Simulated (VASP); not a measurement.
The system is NaCl.

```
Na Cl
1.0
     0.03265    2.80273    2.80273
     2.80273    0.03265    2.80273
     2.83538    2.83538    0.00000
Na Cl
1 1
Direct
  0.00000 0.00000 0.00000
  0.50000 0.50000 0.50000
```

This cell differs from its parent crystal: shear xy strain +2.3%.

Base run:

| Item | Value |
| --- | --- |
| Program | VASP 6.6.1 |
| Functional | r2SCAN |
| Potentials or basis | VASP PAW PBE potentials, release 64 (Na_pv, Cl) |
| Cutoff | 520 eV |
| k mesh | 8 × 8 × 8 |
| Occupations | gaussian, width 0.01 eV |
| Spin | no spin polarisation |

Its results: band gap on the k mesh 5.95 eV; pressure -0.1 GPa.

Task: The run is repeated on the same cell with these changes: functional from r2SCAN to PBE; k mesh from 8 × 8 × 8 to 4 × 4 × 4. What comes out?

Result: Band gap on the k mesh 5.13 eV; pressure 1.3 GPa.

Several settings changed at once.

Caveats: some runs use coarse meshes; the PAW data sets were made with another functional, which shifts forces and pressure a little (at least some runs).

A k mesh can miss the band edges.
